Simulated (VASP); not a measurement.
# FeH6C2 (Fm-3m) in VASP: further runs, part 2 of 2

VASP 6.6.1.

### 4 Single point, r2SCAN

POSCAR reads:

```
FeH6C2
1.0
    0.0000000000      2.9526670000      2.9526670000
    2.9526670000      0.0000000000      2.9526670000
    2.9526670000      2.9526670000      0.0000000000
H Fe C
6 1 2
Direct
    0.7580000000      0.2420000000      0.2420000000
    0.2420000000      0.7580000000      0.2420000000
    0.2420000000      0.7580000000      0.7580000000
    0.7580000000      0.2420000000      0.7580000000
    0.2420000000      0.2420000000      0.7580000000
    0.7580000000      0.7580000000      0.2420000000
    0.0000000000      0.0000000000      0.0000000000
    0.2500000000      0.2500000000      0.2500000000
    0.7500000000      0.7500000000      0.7500000000
```

INCAR.step1 reads:

```
SYSTEM = FeH6C2
PREC = Accurate ; ENCUT = 520
ISMEAR = -5 ; SIGMA = 0.1
LREAL = .False. ; LASPH = .True.
NELM = 100 ; NBANDS = 21
GGA = PE ; ALGO = Normal
EDIFF = 1E-4 ; LWAVE = .True.
LCHARG = .False.
```

INCAR.step2 reads:

```
SYSTEM = FeH6C2
PREC = Accurate ; ENCUT = 520
EDIFF = 1E-7 ; ISMEAR = -5
SIGMA = 0.1 ; LREAL = .False.
LASPH = .True. ; NELM = 100
ALGO = Normal ; ISIF = 2
LWAVE = .False. ; LCHARG = .False.
METAGGA = R2SCAN ; LMIXTAU = .True.
NBANDS = 21 ; ISTART = 1
```

KPOINTS reads:

```
Automatic mesh
0
Gamma
  5 5 5
  0 0 0
```

Potentials or basis: VASP PAW PBE potentials, release 64 (H, Fe, C).

Run with:

```bash
> cat potpaw_PBE.64/H/POTCAR potpaw_PBE.64/Fe/POTCAR potpaw_PBE.64/C/POTCAR > POTCAR
> cp INCAR.step1 INCAR
> mpirun -np 1 vasp_std > vasp.out
> cp INCAR.step2 INCAR
> mpirun -np 1 vasp_std > vasp.out
```

OUTCAR:

```text
SYSTEM = FeH6C2
   PREC = Accurate
   ENCUT = 520
   EDIFF = 1E-7
   ISMEAR = -5
   LREAL = .False.
   LASPH = .True.
   NELM = 100
   ISIF = 2
   METAGGA = R2SCAN
   ISTART = 1

 ion  position               nearest neighbor table
   1  0.758  0.242  0.242-   7 1.43
   2  0.242  0.758  0.242-   7 1.43
   3  0.242  0.758  0.758-   7 1.43
   4  0.758  0.242  0.758-   7 1.43
   5  0.242  0.242  0.758-   7 1.43
   6  0.758  0.758  0.242-   7 1.43
   7  0.000  0.000  0.000-   1 1.43   2 1.43   3 1.43   4 1.43   5 1.43   6 1.43   9 2.56   9 2.56
                             9 2.56   8 2.56   9 2.56   8 2.56   8 2.56   8 2.56
[... 441 lines left out ...]
  in kB       53.7004653     53.7004653     53.7004653      0.0000000      0.0000000      0.0000000
  external PRESSURE =      53.7004653 kB  Pullay stress =       0.0000000 kB

 VOLUME and BASIS-vectors are now :
 -----------------------------------------------------------------------------
  energy-cutoff  :      520.00
  volume of cell :       51.48
      direct lattice vectors                 reciprocal lattice vectors
     0.000000000  2.952667000  2.952667000    -0.169338432  0.169338432  0.169338432
     2.952667000  0.000000000  2.952667000     0.169338432 -0.169338432  0.169338432
     2.952667000  2.952667000  0.000000000     0.169338432  0.169338432 -0.169338432

 POSITION                                       TOTAL-FORCE (eV/Angst)
 -----------------------------------------------------------------------------------
      1.42909      2.95267      2.95267         2.421361     -0.000000     -0.000000
      2.95267      1.42909      2.95267         0.000000      2.421361     -0.000000
      4.47624      2.95267      2.95267        -2.421361     -0.000000     -0.000000
      2.95267      4.47624      2.95267         0.000000     -2.421361     -0.000000
      2.95267      2.95267      1.42909         0.000000     -0.000000      2.421361
      2.95267      2.95267      4.47624         0.000000     -0.000000     -2.421361
      0.00000      0.00000      0.00000         0.000000     -0.000000     -0.000000
      1.47633      1.47633      1.47633        -0.000000     -0.000000     -0.000000
      4.42900      4.42900      4.42900         0.000000      0.000000     -0.000000
 -----------------------------------------------------------------------------------
    total drift:                                0.000000      0.000000      0.000000

  FREE ENERGIE OF THE ION-ELECTRON SYSTEM (eV)
  ---------------------------------------------------
  free  energy   TOTEN  =       -39.4126031158 eV

  energy  without entropy=      -39.4126031158  energy(sigma->0) =      -39.41260312
```

OUTCAR.step1:

```text
SYSTEM = FeH6C2
   PREC = Accurate
   ENCUT = 520
   ISMEAR = -5
   LREAL = .False.
   LASPH = .True.
[... 474 lines left out ...]
      0.00000      0.00000      0.00000        -0.000000     -0.000000     -0.000000
      1.47633      1.47633      1.47633        -0.000000     -0.000000     -0.000000
      4.42900      4.42900      4.42900         0.000000     -0.000000      0.000000
 -----------------------------------------------------------------------------------
    total drift:                                0.000000      0.000000      0.000000

  FREE ENERGIE OF THE ION-ELECTRON SYSTEM (eV)
  ---------------------------------------------------
  free  energy   TOTEN  =       -32.4900385074 eV

  energy  without entropy=      -32.4900385074  energy(sigma->0) =      -32.49003851
```

It took 1.9 min on 1 thread of Intel Xeon 8259CL, shared host; peak memory 0.19 GiB.

What came out:

```yaml
Free_energy: -39.4126 eV
Pressure: 5.4 GPa
Largest_force: 2.421 eV/Å
Band_gap_on_the_k_mesh: 0.02 eV (least direct gap 1.24 eV)
```

Forces in eV/Å, atoms in the order of the input:
```
H    2.421  0.000  0.000
H    0.000  2.421  0.000
H   -2.421  0.000  0.000
H    0.000 -2.421  0.000
H    0.000  0.000  2.421
H    0.000  0.000 -2.421
Fe   0.000  0.000  0.000
C    0.000  0.000  0.000
C    0.000  0.000  0.000
```

Levels at points of the mesh, in eV from the valence-band top:
```tsv
k point	band 8	band 9	band 10	band 11	band 12	band 13	band 14	band 15
(0.00, 0.00, 0.00)	-2.37	-2.37	-2.37	-1.28	0.02	0.02	0.02	0.95
```

Caveat: the cell stands under pressure; the PAW data sets were made with another functional, which shifts forces and pressure a little; an odd mesh through Γ misses points on the zone boundary, where band edges can lie.

### 5 Single point, r2SCAN+U

POSCAR is that of step 4.

INCAR.step1 reads:

```
PREC = Accurate
ENCUT = 520
ISMEAR = -5
SIGMA = 0.1
LREAL = F
LASPH = T
NELM = 150
LMAXMIX = 4
LDAU = T
LDAUTYPE = 2
LDAUL = -1 2 -1
LDAUU = 0 2 0
LDAUJ = 0 0 0
NELECT = 23.0
NBANDS = 21
GGA = PE
ALGO = Normal
EDIFF = 1E-4
LWAVE = T
LCHARG = F
```

INCAR.step2 reads:

```
PREC = Accurate
ENCUT = 520
EDIFF = 1E-7
ISMEAR = -5
SIGMA = 0.1
LREAL = F
LASPH = T
NELM = 150
ALGO = Normal
ISIF = 2
LWAVE = F
LCHARG = F
LMAXMIX = 4
LDAU = T
LDAUTYPE = 2
LDAUL = -1 2 -1
LDAUU = 0 2 0
LDAUJ = 0 0 0
LDAUPRINT = 1
METAGGA = R2SCAN
LMIXTAU = T
NELECT = 23.0
NBANDS = 21
ISTART = 1
```

KPOINTS reads:

```
Automatic mesh
0
Gamma
  5 5 5
```

Run with:

```bash
> cat potpaw_PBE.64/H/POTCAR potpaw_PBE.64/Fe/POTCAR potpaw_PBE.64/C/POTCAR > POTCAR
> cp INCAR.step1 INCAR
> mpirun -np 1 vasp_std > vasp.out
> cp INCAR.step2 INCAR
> mpirun -np 1 vasp_std > vasp.out
```

Wall time 1.8 min (1 thread of Intel Xeon 8259CL, shared host); peak memory 0.18 GiB.

Results (log left out):

```
Free energy   : -33.4623 eV
Largest force : 2.328 eV/Å
```

Forces in eV/Å, atoms in the order of the input:
```
H    2.328  0.000  0.000
H    0.000  2.328  0.000
H   -2.328  0.000  0.000
H    0.000 -2.328  0.000
H    0.000  0.000  2.328
H    0.000  0.000 -2.328
Fe   0.000  0.000  0.000
C    0.000  0.000  0.000
C    0.000  0.000  0.000
```

Levels at points of the mesh, in eV from the Fermi level:
| k point | band 8 | band 9 | band 10 | band 11 | band 12 | band 13 | band 14 | band 15 |
| --- | --- | --- | --- | --- | --- | --- | --- | --- |
| (0.00, 0.00, 0.00) | -3.61 | -3.61 | -3.61 | -2.28 | -0.95 | -0.95 | -0.95 | -0.03 |

Eigenvalues of the final occupation matrices:
```csv
site,spin,trace,eigenvalues
site 7 d,1,3.54,0.65 0.65 0.75 0.75 0.75
site 7 d,2,3.54,0.65 0.65 0.75 0.75 0.75
```

Caveat: the k points lie up to 0.37 Å⁻¹ apart, too coarse for converged energies and pressures of a metal; the cell carries a net charge on a neutralising background, which shifts energy and pressure; the cell is charged against a uniform background, so pressure and absolute levels hang on convention; the PAW data sets were made with another functional, which shifts forces and pressure a little; the run has no spin polarisation, though such a crystal can be magnetic; U without spin polarisation on a metal has little footing; the U is typed as a test and isn't derived for this compound; tetrahedron occupations give inexact forces and stress in metals.
